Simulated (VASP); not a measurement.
# Te2Mo (CdI2 type) (P-3m1) in VASP: notebook

Runs on Te2Mo (CdI2 type). Level: PBE. Tasks: single point, relaxation of cell and atoms.

Program: VASP 6.6.1. These are calculated values, not measurements. Logs are shortened: lines on timing, memory, paths and dates and some standing lists are left out, and cuts for length are marked.

## (1) The cell of the first run

The structure is trigonal, space group P-3m1 (No. 164). The conventional cell has a = 3.509 Å, b = 3.509 Å, c = 7.901 Å, α = 90.00°, β = 90.00°, γ = 120.00°. Mo (site symmetry -3m) has 6 Te at 2.75 Å and 6 Mo at 3.51 Å within 3.6 Å. Te (site symmetry 3m) has 3 Mo at 2.75 Å and 6 Te at 3.51 Å within 3.6 Å.

## (2) Single point, PBE

The input, INCAR:

```
  PREC = Accurate
  ENCUT = 520
  EDIFF = 1E-6
  ISMEAR = -1
  SIGMA = 0.05
  LREAL = False
  LASPH = True
  NELM = 100
  ALGO = Normal
  ISIF = 2
  LWAVE = False
  LCHARG = True
  GGA = PE
  LELF = True
  LVHAR = True
  NBANDS = 20
```

The input, KPOINTS:

```
Automatic mesh
0
Gamma
  12 12 7
```

The input, POSCAR:

```
Te2Mo
1.0
    3.5090815790      0.0000000000      0.0000000000
   -1.7545407895      3.0389537914      0.0000000000
    0.0000000000      0.0000000000      7.9013555158
Mo Te
1 2
Direct
    0.0000000000      0.0000000000      0.0000000000
    0.3333333333      0.6666666667      0.2353884260
    0.6666666667      0.3333333333      0.7646115740
```

Potentials or basis: VASP PAW PBE potentials, release 64 (Mo_sv, Te).

Started as:

```
cat potpaw_PBE.64/Mo_sv/POTCAR potpaw_PBE.64/Te/POTCAR > POTCAR
mpirun -np 1 vasp_std > vasp.out
```

OUTCAR:

```text
PREC = Accurate
   ENCUT = 520
   EDIFF = 1E-6
   ISMEAR = -1
   LREAL = False
   LASPH = True
   NELM = 100
   ISIF = 2
   GGA = PE

 ion  position               nearest neighbor table
   1  0.000  0.000  0.000-   2 2.75   3 2.75   3 2.75   2 2.75   3 2.75   2 2.75
   2  0.333  0.667  0.235-   1 2.75   1 2.75   1 2.75
   3  0.667  0.333  0.765-   1 2.75   1 2.75   1 2.75

  LATTYP: Found a hexagonal cell.
 ALAT       =     3.5090815790
 C/A-ratio  =     2.2516876105

  Lattice vectors:

 A1 = (   3.5090815790,   0.0000000000,   0.0000000000)
 A2 = (  -1.7545407895,   3.0389537914,   0.0000000000)
 A3 = (   0.0000000000,   0.0000000000,   7.9013555158)

Analysis of symmetry for initial positions (statically):
=====================================================================
 Subroutine PRICEL returns:
 Original cell was already a primitive cell.

 Routine SETGRP: Setting up the symmetry group for a
 hexagonal supercell.

 Subroutine GETGRP returns: Found 12 space group operations
 (whereof 12 operations were pure point group operations)
 out of a pool of 24 trial point group operations.

The static configuration has the point symmetry D_3d.

Analysis of symmetry for dynamics (positions and initial velocities):
=====================================================================
 Subroutine PRICEL returns:
 Original cell was already a primitive cell.

 Routine SETGRP: Setting up the symmetry group for a
 hexagonal supercell.

 Subroutine GETGRP returns: Found 12 space group operations
 (whereof 12 operations were pure point group operations)
 out of a pool of 24 trial point group operations.

The dynamic configuration has the point symmetry D_3d.

 Subroutine INISYM returns: Found 12 space group operations
 (whereof 12 operations are pure point group operations),
 and found     1 'primitive' translations

----------------------------------------------------------------------------------------

                                     Primitive cell

  volume of cell :      84.2596

  direct lattice vectors                    reciprocal lattice vectors
     3.509081579  0.000000000  0.000000000     0.284974851  0.164530307  0.000000000
    -1.754540790  3.038953791  0.000000000     0.000000000  0.329060614  0.000000000
     0.000000000  0.000000000  7.901355516     0.000000000  0.000000000  0.126560563

  length of vectors
     3.509081579  3.509081579  7.901355516     0.329060614  0.329060614  0.126560563

  position of ions in fractional coordinates (direct lattice)
     0.000000000  0.000000000  0.000000000
     0.333333333  0.666666667  0.235388426
     0.666666667  0.333333333  0.764611574

  ion indices of the primitive-cell ions
   primitive index   ion index
                 1           1
                 2           2
                 3           3

----------------------------------------------------------------------------------------

 KPOINTS: Automatic mesh

Automatic generation of k-mesh.
 Grid dimensions read from file:
 generate k-points for:   12   12    7

 Generating k-lattice:

  Cartesian coordinates                     Fractional coordinates (reciprocal lattice)
     0.023747904  0.013710859  0.000000000     0.083333333  0.000000000  0.000000000
     0.000000000  0.027421718  0.000000000     0.000000000  0.083333333  0.000000000
     0.000000000  0.000000000  0.018080080     0.000000000  0.000000000  0.142857143

  Length of vectors
     0.027421718  0.027421718  0.018080080

  Shift w.r.t. Gamma in fractional coordinates (k-lattice)
     0.000000000  0.000000000  0.000000000

 Subroutine IBZKPT returns following result:
 ===========================================

 Found    112 irreducible k-points:

 Following reciprocal coordinates:
            Coordinates               Weight
  0.000000  0.000000  0.000000      1.000000
  0.083333 -0.000000  0.000000      6.000000
  0.166667 -0.000000  0.000000      6.000000
  0.250000  0.000000  0.000000      6.000000
  0.333333 -0.000000  0.000000      6.000000
  0.416667  0.000000  0.000000      6.000000
[... 16 lines left out ...]
  0.166667 -0.000000  0.142857      6.000000
  0.000000  0.166667  0.142857      6.000000
 [... further k-points ...]
   k-points           NKPTS =    112   k-points in BZ     NKDIM =    112   number of bands    NBANDS=     20
   number of dos      NEDOS =    301   number of ions     NIONS =      3
   total plane-waves  NPLWV =  47040
   dimension x,y,z NGX =    28 NGY =   28 NGZ =   60
   dimension x,y,z NGXF=    56 NGYF=   56 NGZF=  120
   ions per type =               1   2
   NGX,Y,Z   is equivalent  to a cutoff of  13.27, 13.27, 12.62 a.u.
   NGXF,Y,Z  is equivalent  to a cutoff of  26.53, 26.53, 25.25 a.u.
 SYSTEM =  unknown system
   PREC   = accura    normal or accurate (medium, high low for compatibility)
   ISTART =      0    job   : 0-new  1-cont  2-samecut
   ICHARG =      2    charge: 1-file 2-atom 10-const
   ISPIN  =      1    spin polarized calculation?
   LNONCOLLINEAR =      F non collinear calculations
   LSORBIT =      F    spin-orbit coupling
   LASPH  =      T    aspherical Exc in radial PAW
   ENCUT  =  520.0 eV  38.22 Ry    6.18 a.u.   6.52  6.52 14.69*2*pi/ulx,y,z
   NELM   =    100;   NELMIN=  2; NELMDL= -5     # of ELM steps
   EDIFF  = 0.1E-05   stopping-criterion for ELM
   LREAL  =      F    real-space projection
   EDIFFG = 0.1E-04   stopping-criterion for IOM
   NSW    =      0    number of steps for IOM
   IBRION =     -1    ionic relax: 0-MD 1-quasi-New 2-CG
   NFREE  =      0    steps in history (QN), initial steepest desc. (CG)
   ISIF   =      2    stress and relaxation
   ISYM   =      2    0-nonsym 1-usesym 2-fastsym
   POTIM  = 0.5000    time-step for ionic-motion
   TEBEG  =    0.0;   TEEND  =   0.0 temperature during run
   PSTRESS=    0.0 pullay stress
   NELECT =      26.0000    total number of electrons
   NUPDOWN=      -1.0000    fix difference up-down
   EMIN   =  10.00;   EMAX   =-10.00  energy-range for DOS
   EFERMI =   0.00;   METHOD = LEGACY
   ISMEAR =    -1;   SIGMA  =   0.05  broadening in eV -4-tet -1-fermi 0-gaus
   EFERMI_NEDOS =   21; number of points for ismear=-14 and -15
   IALGO  =     38    algorithm
   IMIX   =      4    mixing-type and parameters
     AMIX     =   0.40;   BMIX     =  1.00
     AMIX_MAG =   1.60;   BMIX_MAG =  1.00
  volume/ion in A,a.u.               =      28.09       189.54
  Fermi-wavevector in a.u.,A,eV,Ry     =   1.106266  2.090540 16.651142  1.223824
  Thomas-Fermi vector in A             =   2.242765
   LORBIT       =      0    0 simple, 1 ext, 2 COOP (PROOUT), +10 PAW based schemes
   GGA     = PE    functional components
   LHFCALC =     F    Hartree Fock is set to
   AEXX    =    0.0000 exact exchange contribution
   IVDW    =     0    specifies the selected vdW correction
   LEPSILON=     F    determine dielectric tensor
   LRPA    =     F    only Hartree local field effects (RPA)
 non-spin polarized calculation
  energy-cutoff  :      520.00
  volume of cell :       84.26
 maximum number of plane-waves:      2309
 NGX is ok and might be reduce to    28
   NGX = 13   NGY = 13   NGZ = 29

 number of electron      25.9999999 magnetization

 Free energy of the ion-electron system (eV)
  ---------------------------------------------------
  ext. energy  EPLUGINS =         0.00000000
  ---------------------------------------------------
  free energy    TOTEN  =       -17.52756987 eV

  energy without entropy =      -17.51835511  energy(sigma->0) =      -17.52296249

 E-fermi :   7.2253     XC(G=0):  -9.7033

 val. band max:        7.1994357832   @ k =   0.2500   0.2500   0.0000
 cond. band min:       7.2282407251   @ k =   0.2500   0.1667   0.4286
 fundamental gap:      0.0288049419
 Fermi energy:         7.2253496478

 k-point     1 :       0.0000    0.0000    0.0000
  band No.  band energies     occupation
      1     -54.1223      2.00000
      2     -28.2304      2.00000
      3     -28.1730      2.00000
      4     -28.1730      2.00000
      5      -6.0440      2.00000
      6      -5.1745      2.00000
[... 12 lines left out ...]
     19      13.2395      0.00000
     20      15.5244      0.00000

 k-point     2 :       0.0833   -0.0000    0.0000
  band No.  band energies     occupation
      1     -54.1216      2.00000
      2     -28.2286      2.00000
      3     -28.1817      2.00000
      4     -28.1750      2.00000
      5      -5.9428      2.00000
      6      -5.1083      2.00000
[... 12 lines left out ...]
     19      13.7895      0.00000
     20      15.2253      0.00000

 k-point     3 :       0.1667   -0.0000    0.0000
  band No.  band energies     occupation
      1     -54.1198      2.00000
      2     -28.2236      2.00000
      3     -28.2053      2.00000
      4     -28.1806      2.00000
      5      -5.6474      2.00000
      6      -4.9163      2.00000
[... 12 lines left out ...]
     19      14.0598      0.00000
     20      14.9243      0.00000

 k-point     4 :       0.2500    0.0000    0.0000
  band No.  band energies     occupation
      1     -54.1174      2.00000
      2     -28.2376      2.00000
      3     -28.2165      2.00000
      4     -28.1882      2.00000
      5      -5.1873      2.00000
      6      -4.6214      2.00000
[... 12 lines left out ...]
     19      13.4673      0.00000
     20      13.7206      0.00000

 k-point     5 :       0.3333   -0.0000    0.0000
  band No.  band energies     occupation
      1     -54.1149      2.00000
      2     -28.2696      2.00000
      3     -28.2096      2.00000
      4     -28.1958      2.00000
      5      -4.6360      2.00000
      6      -4.2637      2.00000
[... 12 lines left out ...]
     19      12.6785      0.00000
     20      12.8714      0.00000
[... 353 lines left out ...]
      6      -5.1281      2.00000
[... 12 lines left out ...]
     19      13.8370      0.00000
     20      15.2423      0.00000

 k-point    22 :       0.0000    0.0833    0.1429
  band No.  band energies     occupation
      1     -54.1216      2.00000
      2     -28.2286      2.00000
      3     -28.1817      2.00000
      4     -28.1750      2.00000
      5      -5.9302      2.00000
      6      -5.1277      2.00000
[... 12 lines left out ...]
     19      13.7914      0.00000
     20      15.1868      0.00000

 k-point    23 :       0.1667   -0.0000    0.1429
  band No.  band energies     occupation
      1     -54.1198      2.00000
      2     -28.2236      2.00000
      3     -28.2053      2.00000
      4     -28.1806      2.00000
      5      -5.6340      2.00000
      6      -4.9360      2.00000
[... 12 lines left out ...]
     19      14.1639      0.00000
     20      14.9492      0.00000

 k-point    24 :       0.0000    0.1667    0.1429
  band No.  band energies     occupation
      1     -54.1198      2.00000
      2     -28.2236      2.00000
      3     -28.2053      2.00000
      4     -28.1806      2.00000
      5      -5.6360      2.00000
      6      -4.9329      2.00000
[... 12 lines left out ...]
     19      13.9633      0.00000
     20      14.7469      0.00000

 [... further k-points ...]

------------------------ aborting loop because EDIFF is reached ----------------------------------------

  FORCE on cell =-STRESS in cart. coord.  units (eV):
  Direction    XX          YY          ZZ          XY          YZ          ZX
  --------------------------------------------------------------------------------------
  -------------------------------------------------------------------------------------
  Total        0.0049056      0.0049056      0.0454417      0.0000000     -0.0000000      0.0000000
  in kB        0.0932783      0.0932783      0.8640636      0.0000000     -0.0000000      0.0000000
  external PRESSURE =       0.3502068 kB  Pullay stress =       0.0000000 kB

 VOLUME and BASIS-vectors are now :
 -----------------------------------------------------------------------------
  energy-cutoff  :      520.00
  volume of cell :       84.26
      direct lattice vectors                 reciprocal lattice vectors
     3.509081579  0.000000000  0.000000000     0.284974851  0.164530307  0.000000000
    -1.754540790  3.038953791  0.000000000     0.000000000  0.329060614  0.000000000
     0.000000000  0.000000000  7.901355516     0.000000000  0.000000000  0.126560563

 POSITION                                       TOTAL-FORCE (eV/Angst)
 -----------------------------------------------------------------------------------
      0.00000      0.00000      0.00000         0.000000      0.000000      0.000000
     -0.00000      2.02597      1.85989         0.000000     -0.000000      0.011894
      1.75454      1.01298      6.04147        -0.000000      0.000000     -0.011894
 -----------------------------------------------------------------------------------
    total drift:                                0.000000      0.000000     -0.000000

  FREE ENERGIE OF THE ION-ELECTRON SYSTEM (eV)
  ---------------------------------------------------
  free  energy   TOTEN  =       -17.5275698697 eV

  energy  without entropy=      -17.5183551058  energy(sigma->0) =      -17.52296249
```

Run time: 2.1 min. Hardware: 1 thread of Intel Xeon Platinum 8488C (Sapphire Rapids), shared host; peak memory 0.33 GiB.

Results:

```
Free energy            : -17.5276 eV
Pressure               : 0.0 GPa
Largest force          : 0.012 eV/Å
Band gap on the k mesh : zero (band 13 reaches 7.51 eV, above the bottom of band 14 at 7.23 eV)
```

Forces in eV/Å, atoms in the order of the input:
```
Mo   0.000  0.000  0.000
Te   0.000  0.000  0.012
Te   0.000  0.000 -0.012
```

Caveat: spin-orbit coupling is left out, which moves the levels of the heavy elements; this functional lacks dispersion, which binds the layers, so the pressure and a relaxed spacing across them are unreliable.

## (3) Relaxation of cell and atoms, PBE

This run uses another cell than the first one, of 28.83 Å³/atom, 1.027 times its volume.

The input, INCAR:

```
SYSTEM = Te2Mo
PREC = Accurate ; ENCUT = 600
EDIFF = 1E-7 ; ISMEAR = -1
SIGMA = 0.05 ; LREAL = .False.
LASPH = .True. ; NELM = 100
ALGO = Normal ; ISIF = 3
LWAVE = .False. ; LCHARG = .False.
GGA = PE ; IBRION = 2
NSW = 100 ; EDIFFG = -0.005
```

The input, KPOINTS:

```
Automatic mesh
0
Gamma
  12 12 7
  0 0 0
```

The input, POSCAR:

```
Te2Mo
1.0
    3.9669830199      0.0000000000      0.0000000000
   -1.9834915099      3.4355080716      0.0000000000
    0.0000000000      0.0000000000      6.3471728318
Mo Te
1 2
Direct
    0.0000000000      0.0000000000      0.0000000000
    0.3333333333      0.6666666667      0.2500000000
    0.6666666667      0.3333333333      0.7500000000
```

Potentials or basis: VASP PAW PBE potentials, release 64 (Mo_sv, Te).

Started as:

```
cat potpaw_PBE.64/Mo_sv/POTCAR potpaw_PBE.64/Te/POTCAR > POTCAR
mpirun -np 1 vasp_std > vasp.out
```

It took 37 min on 1 thread of Intel Xeon Platinum 8488C (Sapphire Rapids), shared host; peak memory 0.4 GiB.

The run converged. Its results:

| Quantity | Value |
| --- | --- |
| Free energy | -17.5262 eV |
| Relaxed volume | 27.90 Å³/atom |
| Relaxed cell | a = 3.510 Å, b = 3.510 Å, c = 7.845 Å, α = 90.00°, β = 90.00°, γ = 120.00° |
| Space group after relaxing (to 0.05 Å) | P-3m1 (No. 164) |
| Energy gained by relaxing | 188.7 meV/atom |
| Ionic steps | 26 |
| Pressure after relaxing | 0.0 GPa |
| Band gap on the k mesh | zero (band 13 reaches 7.60 eV, above the bottom of band 14 at 7.30 eV) |

Forces in eV/Å, atoms in the order of the input:
```
Mo   0.000  0.000  0.000
Te   0.000  0.000  0.002
Te   0.000  0.000 -0.002
```

The path:
```
step  energy change (eV)  largest force (eV/Å)  pressure (GPa)  volume (Å³)
   1              0.0000                0.3476           -3.80        86.50
   2             -0.2425                1.1818            3.28        78.08
   3             -0.2443                1.2811            4.22        77.26
   4             -0.4144                0.7216            2.68        76.66
   5             -0.4368                0.9319           -0.86        74.58
   6             -0.5133                0.1220            0.59        75.74
   7             -0.5141                0.2105            0.41        75.63
   8             -0.5140                0.1788            0.47        75.67
   9             -0.5177                0.1991            0.16        76.10
  10             -0.5250                0.2604           -0.72        77.40
  11             -0.5245                0.3848           -2.25        80.02
  12             -0.5273                0.3143           -1.45        78.60
  13             -0.5289                0.2994           -1.38        78.66
  14             -0.5334                0.2543           -1.22        78.82
  15             -0.5411                0.1626           -0.86        79.13
  16             -0.5507                0.0251           -0.08        79.75
  17             -0.5464                0.4224            1.72        80.96
  18             -0.5525                0.1915            0.65        80.24
  19             -0.5576                0.1436            0.40        81.00
  20             -0.5651                0.0095           -0.21        83.26
  21             -0.5654                0.0239           -0.34        83.80
  22             -0.5660                0.0177            0.01        83.67
  23             -0.5660                0.0204            0.03        83.67
  24             -0.5660                0.0077           -0.01        83.69
  25             -0.5660                0.0001           -0.03        83.70
  26             -0.5660                0.0020           -0.02        83.70
```

Final structure:
```cif
data_structure
_symmetry_space_group_name_H-M 'P 1'
_symmetry_Int_Tables_number 1
_cell_length_a 3.5099
_cell_length_b 3.5099
_cell_length_c 7.8447
_cell_angle_alpha 90.000
_cell_angle_beta 90.000
_cell_angle_gamma 120.000
_cell_volume 83.70
loop_
_atom_site_label
_atom_site_type_symbol
_atom_site_fract_x
_atom_site_fract_y
_atom_site_fract_z
_atom_site_occupancy
Mo1 Mo 0.00000 0.00000 0.00000 1
Te1 Te 0.33333 0.66667 0.23711 1
Te2 Te 0.66667 0.33333 0.76289 1
```

Levels at points of the mesh, in eV from the Fermi level:
| k point | band 9 | band 10 | band 11 | band 12 | band 13 | band 14 | band 15 | band 16 | band 17 |
| --- | --- | --- | --- | --- | --- | --- | --- | --- | --- |
| (0.00, 0.00, 0.00) | -2.44 | -2.03 | -1.54 | -0.75 | -0.75 | 1.41 | 1.41 | 3.50 | 3.50 |
| (0.50, 0.00, 0.00) | -3.78 | -2.84 | -2.62 | -1.78 | -0.70 | 0.69 | 0.95 | 2.52 | 3.02 |

Caveat: spin-orbit coupling is left out, which moves the levels of the heavy elements; this functional lacks dispersion, which binds the layers, so the pressure and a relaxed spacing across them are unreliable.
